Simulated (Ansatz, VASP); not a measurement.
**Two plane-wave programs on Ca3SbP**

INCAR

```
SYSTEM = Ca3SbP
  PREC = Accurate
  ENCUT = 520
  EDIFF = 1E-6
  ISMEAR = 0
  SIGMA = 0.05
  LREAL = .False.
  LASPH = .True.
  NELM = 100
  ALGO = Normal
  ISIF = 2
  LWAVE = .False.
  LCHARG = .False.
  NBANDS = 28
```

KPOINTS

```
regular mesh
0
Gamma
  6 6 6
  0 0 0
```

File POSCAR:

```
Ca3SbP
1.0
    5.2080295048      0.0000000000      0.0000000000
    0.0000000000      5.2080295048      0.0000000000
    0.0000000000      0.0000000000      5.2080295048
Ca Sb P
3 1 1
Direct
   -0.0028706930      0.5000000000      0.5000000000
    0.4885749495      0.0000000000      0.5000000000
    0.4885749495      0.5000000000      0.0000000000
    0.0087763672      0.0000000000      0.0000000000
    0.4987805006      0.5000000000      0.5000000000
```

Input for Ansatz:

```yaml
crystal:
  lattice:
    - [5.2080295048, 0.0, 0.0]
    - [0.0, 5.2080295048, 0.0]
    - [0.0, 0.0, 5.2080295048]
  atoms:
    - { symbol: Ca, position: [-0.002870693, 0.5, 0.5] }
    - { symbol: Ca, position: [0.4885749495, 0.0, 0.5] }
    - { symbol: Ca, position: [0.4885749495, 0.5, 0.0] }
    - { symbol: Sb, position: [0.0087763672, 0.0, 0.0] }
    - { symbol: P, position: [0.4987805006, 0.5, 0.5] }
basis:
  ecutwfc: 420
kpoints:
  mp_grid: { grid: [6, 6, 6] }
hamiltonian:
  xc: lda
scf:
  occupations: { method: gaussian, width: 0.05 }
output:
  forces: true
  stress: true
  eigenvalues: true
```

Change from the starting cell: mode 1 frozen in at -0.060 Å, equal normal strain along x, y and z -0.0083.

Alike in both runs: task single point; functional LDA; k mesh 6 × 6 × 6; occupations gaussian, width 0.05 eV; no spin polarisation.

```csv
,VASP,Ansatz
version,VASP 6.6.1,Ansatz 0.2.0
potentials or method,"VASP PAW LDA potentials, release 64 (Ca_sv, Sb, P), cutoff 520 eV","scalar-relativistic, plane waves, PAW"
valence electrons in the cell,40,50
```

|  | VASP | Ansatz | Ansatz less VASP |
| --- | --- | --- | --- |
| gap on the k mesh at the Fermi level (eV) | 0.47 | 0.48 | +0.013 |
| least direct gap on the mesh (eV) | 0.47 | 0.48 | +0.013 |
| pressure (GPa) | 1.4 | 1.2 | -0.19 |
| traceless stress, the component that is largest in VASP (GPa) | 0.06 | 0.06 | 0.000 |

LDA's correlation is that of Perdew and Zunger in VASP and of Perdew and Wang (1992) in Ansatz. VASP's potentials hold 40 valence electrons a cell and Ansatz's 50, so a difference there can come from the potentials and not from the codes.

Neither program's run includes spin-orbit coupling.
